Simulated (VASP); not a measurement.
Here is a VASP 6.6.1 calculation.

The input INCAR:

```
PREC     = Accurate       # precision mode
ENCUT    = 520            # plane-wave cutoff, eV
EDIFF    = 1E-6           # SCF threshold, eV
ISMEAR   = -1             # smearing method
SIGMA    = 0.05           # smearing width, eV
LREAL    = F              # projectors in reciprocal space
LASPH    = T              # aspherical terms in the spheres
NELM     = 80             # most SCF steps
ALGO     = Normal         # electronic algorithm
ISIF     = 2              # what is computed and relaxed
LWAVE    = F              # write WAVECAR
LCHARG   = F              # write CHGCAR
GGA      = RP             # functional
NBANDS   = 32             # bands
```

KPOINTS

```
regular mesh
0
Gamma
  8 8 8
```

Contents of POSCAR:

```
Bi2Se3
1.0
    2.1166268485      1.2220350807     11.9839137841
   -2.1166268485      1.2220350807     11.9839137841
    0.0000000000     -2.4440701615     11.9839137841
Bi Se
2 3
Direct
    0.6118666885      0.6118666885      0.6118666885
    0.3881333115      0.3881333115      0.3881333115
    0.7648346091      0.7648346091      0.7648346091
    0.2351653909      0.2351653909      0.2351653909
    0.0000000000      0.0000000000      0.0000000000
```

Potentials or basis: VASP PAW PBE potentials, release 64 (Bi_d, Se).

Launch:

```bash
$ cat potpaw_PBE.64/Bi_d/POTCAR potpaw_PBE.64/Se/POTCAR > POTCAR
$ mpirun -np 1 vasp_std > vasp.out
```

(1) Predict the pressure.

(2) Predict the largest force.

(3) Predict the band gap on the k mesh.

Results:

(1) 0.0 GPa.

(2) 0.008 eV/Å.

(3) 0.90 eV (least direct gap 1.18 eV).

Caveat: the PAW data sets were made with another functional, which shifts forces and pressure a little; spin-orbit coupling is left out, which moves the levels of the heavy elements.
